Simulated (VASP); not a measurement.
Input of a VASP 6.6.1 run:

POSCAR

```
SiO
1.0
    0.0000000000      2.4336400000      2.4336400000
    2.4336400000      0.0000000000      2.4336400000
    2.4336400000      2.4336400000      0.0000000000
Si O
1 1
Direct
    0.7500000000      0.7500000000      0.7500000000
    0.0000000000      0.0000000000      0.0000000000
```

INCAR.step1

```
PREC = Accurate
ENCUT = 600
ISMEAR = -1
SIGMA = 0.05
LREAL = F
LASPH = T
NELM = 100
GGA = PE
ALGO = Normal
EDIFF = 1E-4
LWAVE = T
LCHARG = F
```

The input INCAR.step2:

```
PREC = Accurate
ENCUT = 600
EDIFF = 1E-7
ISMEAR = -1
SIGMA = 0.05
LREAL = F
LASPH = T
NELM = 100
ALGO = Normal
ISIF = 3
LWAVE = F
LCHARG = F
METAGGA = R2SCAN
LMIXTAU = T
IVDW = 12
VDW_S6 = 1.0
VDW_S8 = 0.78981345
VDW_A1 = 0.49484001
VDW_A2 = 5.73083694
IBRION = 2
NSW = 60
EDIFFG = -0.01
ISTART = 1
```

Contents of KPOINTS:

```
Automatic mesh
0
Gamma
  9 9 9
```

Potentials or basis: VASP PAW PBE potentials, release 64 (Si, O).

Run with:

```bash
$ cat potpaw_PBE.64/Si/POTCAR potpaw_PBE.64/O/POTCAR > POTCAR
$ cp INCAR.step1 INCAR
$ mpirun -np 1 vasp_std > vasp.out
$ cp INCAR.step2 INCAR
$ mpirun -np 1 vasp_std > vasp.out
```

Q: Predict the relaxed cell.

A: a = 3.458 Å, b = 3.458 Å, c = 3.458 Å, α = 60.00°, β = 60.00°, γ = 60.00°.

Q: What does it give for the band gap on the k mesh?

A: Zero (bands 5 and 6 overlap by 0.32 eV).

Q: What does it give for the space group after relaxing (to 0.1 Å)?

A: F-43m (No. 216).

The path:
| step | energy change (eV) | largest force (eV/Å) | pressure (GPa) | volume (Å³) |
| --- | --- | --- | --- | --- |
| 1 | 0.0000 | 0.0000 | 1.44 | 28.83 |
| 2 | -0.0019 | 0.0000 | -0.55 | 29.37 |
| 3 | -0.0021 | 0.0000 | -0.01 | 29.25 |

Caveat: the PAW data sets were made with another functional, which shifts forces and pressure a little.
